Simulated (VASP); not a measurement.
A run of VASP 6.6.1:

File INCAR:

```
SYSTEM = Ni
ALGO = Normal
EDIFF = 1E-6
ENCUT = 520
GGA = PE
ISIF = 2
ISMEAR = -1
ISPIN = 2
LASPH = .TRUE.
LCHARG = .TRUE.
LELF = .TRUE.
LMAXMIX = 4
LORBIT = 11
LREAL = .FALSE.
LVHAR = .TRUE.
LWAVE = .FALSE.
MAGMOM = 0.672
NBANDS = 15
NELM = 150
PREC = Accurate
SIGMA = 0.05
```

Contents of KPOINTS:

```
k-points
0
G
  9 9 9
  0 0 0
```

POSCAR

```
Ni
1.0
    0.0000000000      1.7596893266      1.7596893266
    1.7596893266      0.0000000000      1.7596893266
    1.7596893266      1.7596893266      0.0000000000
Ni
1
Direct
    0.0000000000      0.0000000000      0.0000000000
```

Potentials or basis: VASP PAW PBE potentials, release 64 (Ni).

Run with:

```sh
$ cat potpaw_PBE.64/Ni/POTCAR > POTCAR
$ mpirun -np 1 vasp_std > vasp.out
```

Hardware: 1 thread of AMD EPYC 7R13 (shared host).

**Question.** Estimate the wall time of this run.

**Answer.** Wall time 29 s on 1 thread of AMD EPYC 7R13 (shared host), peak memory 0.13 GiB. Counts: scf iterations 12, k points 35.
